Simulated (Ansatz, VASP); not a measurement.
**PtS2 in VASP and in Ansatz**

```
Pt S
1.0
     3.57659    0.00000    0.00000
    -1.78830    3.09742    0.00000
     0.00000    0.00000    6.49664
Pt S
1 2
Direct
  0.00000 0.00000 0.00000
  0.33333 0.66667 0.18895
  0.66667 0.33333 0.81105
```

Alike in both runs: functional PBE; k mesh 9 × 9 × 4; occupations gaussian, width 0.02 eV; no spin polarisation.

Ansatz relaxed the structure, and its values are those at the end. VASP's run is a single point on that final structure, the one shown.

```csv
,VASP,Ansatz
version,VASP 6.6.1,Ansatz 0.2.0
potentials or method,"VASP PAW PBE potentials, release 64 (Pt, S), cutoff 520 eV","scalar-relativistic, plane waves, PAW"
valence electrons in the cell,22,30
```

```csv
,VASP,Ansatz,Ansatz less VASP
gap on the k mesh at the Fermi level (eV),1.57,1.57,-0.003
least direct gap on the mesh (eV),1.57,1.57,-0.003
pressure (GPa),-0.3,0.0,+0.35
rms of the force components (eV/Å),0.017,0.000,-0.0167
```

VASP's potentials hold 22 valence electrons a cell and Ansatz's 30, so a difference there can come from the potentials and not from the codes.

Spin-orbit coupling is off throughout.
